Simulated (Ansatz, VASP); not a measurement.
ZnSe: VASP beside Ansatz

```xyz
2
Lattice="0.0000 2.8324 2.8324 2.8324 0.0000 2.8324 2.8324 2.8324 0.0000" Properties=species:S:1:pos:R:3 pbc="T T T"
Zn    0.0000    0.0000    0.0000
Se    4.2487    4.2487    4.2487
```

Alike in both runs: task single point; functional PBE; k mesh 4 × 4 × 4; collinear spin.

|  | VASP | Ansatz |
| --- | --- | --- |
| version | VASP 6.6.1 | Ansatz 0.2.0 |
| potentials or method | VASP PAW PBE potentials, release 64 (Zn, Se), cutoff 500 eV | scalar-relativistic, plane waves, PAW |
| occupations | fermi-dirac, width 0.1 eV | fermi-dirac |
| valence electrons in the cell | 18 | 28 |

Ansatz gave:

```
gap on the k mesh at the Fermi level (eV) : 1.28
least direct gap on the mesh (eV)         : 1.28
pressure (GPa)                            : 2.5
net moment per atom (μB)                  : 0.00
```

Which values does VASP return?

gap on the k mesh at the Fermi level (eV): 1.28; least direct gap on the mesh (eV): 1.28; pressure (GPa): 2.8; net moment per atom (μB): 0.00.

VASP's potentials hold 18 valence electrons a cell and Ansatz's 28, so a difference there can come from the potentials and not from the codes. Ansatz's warnings: seeded moment not kept.

The k mesh is coarse, so the values compare programs but aren't converged.
